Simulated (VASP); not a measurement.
Wanted: the native input for a VASP 6.6.1 run.

* Task: single point
* Functional: PBE
* Potentials or basis: VASP PAW PBE potentials, release 64 (Si, C)
* Cutoff: 520 eV
* k mesh: 12 × 12 × 6
* Occupations: gaussian, width 0.05 eV
* Spin: no spin polarisation
* Dipole correction: no
* Further INCAR settings: ALGO = Normal; EDIFF = 1e-06; NBANDS = 16

The structure of SiC lies in POSCAR:

```
SiC
1.0
    3.0917664073      0.0000000000      0.0000000000
   -1.5458832036      2.6775482513      0.0000000000
    0.0000000000      0.0000000000      5.0740211774
Si C
2 2
Direct
    0.3333333333      0.6666666667      0.0045635313
    0.6666666667      0.3333333333      0.5045635313
    0.3333333333      0.6666666667      0.3607282340
    0.6666666667      0.3333333333      0.8804364687
```

This cell differs from its parent crystal: atom 3 (C) moved by (+0.000, -0.100) A along [1 1 0] and z.

One way to write it, as run:

INCAR

```
PREC     = Accurate       # precision mode
ENCUT    = 520            # plane-wave cutoff, eV
EDIFF    = 1E-6           # SCF threshold, eV
ISMEAR   = 0              # smearing method
SIGMA    = 0.05           # smearing width, eV
LREAL    = False          # projectors in reciprocal space
LASPH    = True           # aspherical terms in the spheres
NELM     = 100            # most SCF steps
ALGO     = Normal         # electronic algorithm
ISIF     = 2              # what is computed and relaxed
LWAVE    = False          # write WAVECAR
LCHARG   = False          # write CHGCAR
GGA      = PE             # functional
NBANDS   = 16             # bands
```

KPOINTS

```
regular mesh
0
Gamma
  12 12 6
```

Potentials or basis: VASP PAW PBE potentials, release 64 (Si, C).

Run with:

```bash
$ cat potpaw_PBE.64/Si/POTCAR potpaw_PBE.64/C/POTCAR > POTCAR
$ mpirun -np 1 vasp_std > vasp.out
```

Results of the run:

```yaml
Pressure: 0.7 GPa
Largest_force: 2.730 eV/Å
Band_gap_on_the_k_mesh: 1.92 eV, indirect (least direct gap 3.81 eV)
```

Caveat: the cell differs from its parent crystal (atom 3 (C) moved by (+0.000, -0.100) A along [1 1 0] and z); forces of over 1 eV/Å act on the atoms, so gaps and moduli don't describe the material at rest.

Run time: 30 s on 1 thread of Intel(R) Xeon(R) Platinum 8488C (Sapphire Rapids) (shared host), peak memory 0.19 GiB.
